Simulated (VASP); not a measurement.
## Ni: single point with r2SCAN

The system is Ni.

```
CELL_PARAMETERS angstrom
2.45538 0.00000 0.00000
-1.22769 2.12642 0.00000
0.00000 0.00000 4.04108
ATOMIC_POSITIONS crystal
Ni 0.33333 0.66667 0.25000
Ni 0.66667 0.33333 0.75000
```

This isn't the form of Ni at room conditions, which is fcc.

| Item | Value |
| --- | --- |
| Program | VASP 6.6.1 |
| Task | single point |
| Functional | r2SCAN |
| Potentials or basis | VASP PAW PBE potentials, release 64 (Ni) |
| Cutoff | 660 eV |
| k mesh | 14 × 14 × 8 |
| Occupations | fermi-dirac, width 0.1 eV |
| Spin | collinear spin, ferromagnetic start |
| Starting moments | [2.0, 2.0] μB |

```json
{
  "Pressure": "0.2 GPa",
  "Net moment": "1.46 μB per cell",
  "Site moments": "Ni +0.75 μB",
  "Valence electrons inside the program's atomic spheres": "Ni 9.40"
}
```

Stress tensor (GPa, compression positive):
```
0.22 0.00 0.00
0.00 0.22 0.00
0.00 0.00 0.07
```

Levels at points of the mesh, in eV from the Fermi level:
Spin up:
```csv
k point,band 8,band 9,band 10,band 11,band 12,band 13,band 14,band 15
"(0.00, 0.00, 0.00)",-2.07,-2.07,-1.09,-1.09,-0.53,5.79,23.74,26.05
"(0.50, 0.00, 0.00)",-1.03,-0.91,-0.91,0.98,3.07,9.76,10.45,12.82
"(0.00, 0.00, 0.50)",-2.88,-1.40,-1.40,-1.40,-1.40,14.94,14.94,24.53
"(0.50, 0.00, 0.50)",-1.41,-0.96,-0.96,1.41,1.41,7.12,7.12,19.36
```
Spin down:
| k point | band 7 | band 8 | band 9 | band 10 | band 11 | band 12 |
| --- | --- | --- | --- | --- | --- | --- |
| (0.00, 0.00, 0.00) | -1.43 | -1.10 | -1.10 | -0.73 | -0.06 | -0.06 |
| (0.50, 0.00, 0.00) | -1.36 | 0.14 | 0.23 | 0.37 | 1.77 | 3.65 |
| (0.00, 0.00, 0.50) | -1.80 | -1.80 | -0.35 | -0.35 | -0.35 | -0.35 |
| (0.50, 0.00, 0.50) | -0.39 | -0.39 | 0.31 | 0.31 | 1.57 | 1.57 |

It took 10 min on 1 thread of Intel(R) Xeon(R) Platinum 8259CL CPU @ 2.50GHz (Skylake/Cascade Lake), with other jobs on the host, peak memory 0.25 GiB.

Caveat: the PAW data sets were made with another functional, which shifts forces and pressure a little.
